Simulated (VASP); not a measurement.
Crystal: In.

```
In
1.0
     5.57505    0.00000    0.00000
    -2.78753    4.82814    0.00000
     0.00000    0.00000    3.41775
In
3
Direct
  0.00000 0.00000 0.00000
  0.33333 0.66667 0.50000
  0.66667 0.33333 0.50000
```

This isn't the form of In at room conditions, which is tetragonal.

* Program: VASP 6.6.1
* Task: relaxation of cell and atoms
* Functional: PBE
* Potentials or basis: VASP PAW PBE potentials, release 64 (In_d)
* Cutoff: 600 eV
* k mesh: 9 × 9 × 12
* Occupations: gaussian, width 0.1 eV
* Spin: no spin polarisation

At the start: pressure -2.4 GPa; volume 30.67 Å³/atom.

Q: How do energy, volume and symmetry change on relaxing?

A: Over 12 steps the energy falls by 26.5 meV/atom and the volume is 28.00 Å³/atom (-8.7 %); space group P6/mmm (No. 191, to 0.1 Å) before and after.

Step by step:
| step | energy change (eV) | largest force (eV/Å) | pressure (GPa) | volume (Å³) |
| --- | --- | --- | --- | --- |
| 1 | 0.0000 | 0.0000 | -2.36 | 92.00 |
| 2 | -0.0630 | 0.0000 | -0.62 | 86.10 |
| 3 | -0.0687 | 0.0000 | -0.09 | 84.43 |
| 4 | -0.0692 | 0.0000 | 0.12 | 83.79 |
| 5 | -0.0741 | 0.0000 | 0.10 | 83.79 |
| 6 | -0.0771 | 0.0000 | 0.12 | 83.74 |
| 7 | -0.0789 | 0.0000 | 0.10 | 83.77 |
| 8 | -0.0791 | 0.0000 | 0.11 | 83.75 |
| 9 | -0.0794 | 0.0000 | 0.11 | 83.76 |
| 10 | -0.0794 | 0.0000 | 0.12 | 83.76 |
| 11 | -0.0794 | 0.0000 | -0.06 | 84.14 |
| 12 | -0.0794 | 0.0000 | 0.04 | 84.01 |

Final structure:
```xyz
3
Lattice="5.5013 0.0000 0.0000 -2.7506 4.7643 0.0000 0.0000 0.0000 3.2055" Properties=species:S:1:pos:R:3 pbc="T T T"
In    0.0000    0.0000    0.0000
In    0.0000    3.1762    1.6027
In    2.7506    1.5881    1.6027
```
